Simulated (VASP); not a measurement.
Write the native input for VASP 6.6.1 that does the following.

- Task: single point
- Functional: HSE06
- Potentials or basis: VASP PAW PBE potentials, release 64 (Na_pv, Cl)
- Cutoff: 520 eV
- k mesh: 6 × 6 × 6
- Occupations: gaussian, width 0.01 eV
- Spin: no spin polarisation
- Dipole correction: no
- Grid for exact exchange (PRECFOCK): Normal
- Further INCAR settings: ALGO = Normal; EDIFF = 1e-06; NBANDS = 14
- Share of exact exchange: 0.25
- Screening parameter: 0.2079 1/Å

NaCl:

```
CELL_PARAMETERS angstrom
0.00000 2.89126 2.80270
2.89126 0.00000 2.80270
2.89126 2.89126 0.00000
ATOMIC_POSITIONS crystal
Na 0.00000 0.00000 0.00000
Cl 0.50000 0.50000 0.50000
```

This cell differs from its parent crystal: biaxial xy strain +3.2%.

One way to write it, as run:

POSCAR

```
NaCl
1.0
    0.0000000000      2.8912641134      2.8026988303
    2.8912641134      0.0000000000      2.8026988303
    2.8912641134      2.8912641134      0.0000000000
Na Cl
1 1
Direct
    0.0000000000      0.0000000000      0.0000000000
    0.5000000000      0.5000000000      0.5000000000
```

INCAR.step1

```
PREC = Accurate ; ENCUT = 520
EDIFF = 1E-5 ; ISMEAR = 0
SIGMA = 0.01 ; LREAL = False
LASPH = True ; NELM = 60
ALGO = Normal ; ISIF = 2
LWAVE = True ; NBANDS = 14
GGA = PE
```

INCAR.step2

```
PREC = Accurate ; ENCUT = 520
EDIFF = 1E-6 ; ISMEAR = 0
SIGMA = 0.01 ; LREAL = False
LASPH = True ; NELM = 60
ALGO = Normal ; ISIF = 2
LWAVE = False ; LCHARG = True
GGA = PE ; LHFCALC = True
HFSCREEN = 0.2079 ; PRECFOCK = Normal
LELF = True ; LVHAR = True
NBANDS = 14 ; ISTART = 1
```

KPOINTS

```
regular mesh
0
Gamma
  6 6 6
```

Potentials or basis: VASP PAW PBE potentials, release 64 (Na_pv, Cl).

Launch:

```bash
$ cat potpaw_PBE.64/Na_pv/POTCAR potpaw_PBE.64/Cl/POTCAR > POTCAR
$ cp INCAR.step1 INCAR
$ mpirun -np 1 vasp_std > vasp.out
$ cp INCAR.step2 INCAR
$ mpirun -np 1 vasp_std > vasp.out
```

It gave:

The pressure is -0.8 GPa. The band gap on the k mesh is 6.29 eV.

Caveat: the cell differs from its parent crystal (biaxial xy strain +3.2%); the PAW data sets were made with another functional, which shifts forces and pressure a little.

Wall time 21 min on 1 thread of Intel(R) Xeon(R) Platinum 8375C CPU @ 2.90GHz (Ice Lake) (shared host), peak memory 0.29 GiB.
